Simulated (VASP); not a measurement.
The system is W.

```xyz
1
Lattice="-1.5800 1.5800 1.5800 1.5800 -1.5800 1.5800 1.5800 1.5800 -1.5800" Properties=species:S:1:pos:R:3 pbc="T T T"
W     0.0000    0.0000    0.0000
```

| Quantity | Value |
| --- | --- |
| Program | VASP 6.6.1 |
| Task | relaxation of cell and atoms |
| Functional | PBE |
| Potentials or basis | VASP PAW PBE potentials, release 64 (W_sv) |
| Cutoff | 500 eV |
| k mesh | 21 × 21 × 21 |
| Occupations | fermi-dirac, width 0.05 eV |
| Spin | no spin polarisation |

At the start: pressure 7.8 GPa; volume 15.78 Å³/atom.

Question: Where does the relaxation end?

Answer: Over 4 steps the energy falls by 9.1 meV/atom and the volume is 16.16 Å³/atom (+2.5 %); space group Im-3m (No. 229, to 0.1 Å) before and after.

Step by step:
| step | energy change (eV) | largest force (eV/Å) | pressure (GPa) | volume (Å³) |
| --- | --- | --- | --- | --- |
| 1 | 0.0000 | 0.0000 | 7.75 | 15.78 |
| 2 | 0.0931 | 0.0000 | -21.42 | 17.59 |
| 3 | -0.0091 | 0.0000 | -0.27 | 16.18 |
| 4 | -0.0091 | 0.0000 | -0.01 | 16.16 |

Final structure:
```xyz
1
Lattice="-1.5928 1.5928 1.5928 1.5928 -1.5928 1.5928 1.5928 1.5928 -1.5928" Properties=species:S:1:pos:R:3 pbc="T T T"
W     0.0000    0.0000    0.0000
```
